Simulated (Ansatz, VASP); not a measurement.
**ZnS: VASP beside Ansatz**

```xyz
2
Lattice="0.0000 2.4793 2.4793 2.4793 0.0000 2.4793 2.4793 2.4793 0.0000" Properties=species:S:1:pos:R:3 pbc="T T T"
Zn    0.0000    0.0000    0.0000
S     2.4793    2.4793    2.4793
```

Change from the starting cell: volume scaled by 0.94, PAW files.

Alike in both runs: task single point; functional r2SCAN; k mesh 16 × 16 × 16; occupations fermi-dirac, width 0.08 eV; no spin polarisation.

```csv
,VASP,Ansatz
version,VASP 6.6.1,Ansatz 0.2.0
potentials or method,"VASP PAW PBE potentials, release 64 (Zn, S)","PAW with Ansatz's default frozen-core files, scalar-relativistic"
plane-wave cutoff (eV),520,500
valence electrons in the cell,18,18
```

Ansatz gave:

* pressure (GPa): 6.9

Q: Estimate VASP's values.

A: Pressure (GPa): 7.2.

VASP's potentials were made for PBE, not for r2SCAN. The functional is the same, so the differences come from potentials, cutoffs and numerics.
